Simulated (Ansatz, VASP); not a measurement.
# Two plane-wave programs on AlIn2N3

```
Al In N
1.0
     3.49116   -3.51489    0.00000
     3.49116    3.51489    0.00000
     0.00000    0.00000    4.61959
Al In N
1 2 3
Direct
  0.50000 0.50000 0.50000
  0.24078 0.75922 0.00000
  0.75922 0.24078 0.00000
  0.00000 0.50000 0.00000
  0.50000 0.00000 0.00000
  0.00000 0.00000 0.00000
```

Alike in both runs: task single point; functional PBE; k mesh 4 × 4 × 4; occupations gaussian, width 0.1 eV; collinear spin.

|  | VASP | Ansatz |
| --- | --- | --- |
| version | VASP 6.6.1 | Ansatz 0.2.0 |
| potentials or method | VASP PAW PBE potentials, release 64 (Al, In_d, N), cutoff 520 eV | scalar-relativistic, plane waves, PAW |
| valence electrons in the cell | 44 | 44 |

Ansatz gave:

```
gap on the k mesh at the Fermi level (eV)                     : none
rms of the force components (eV/Å)                            : 3.657
net moment per atom (μB)                                      : 0.12
size of the moment on the site where the two differ most (μB) : 0.29
```

Problem. Which values does VASP return?

Solution. gap on the k mesh at the Fermi level (eV): none; rms of the force components (eV/Å): 3.516; net moment per atom (μB): 0.12; size of the moment on the site where the two differ most (μB): 0.31.

Site moments also hang on the region over which each program counts them. Atom by atom the forces differ by 0.141 eV/Å (rms over components). A gap of «none» marks a metal or a gap that the smearing closes.
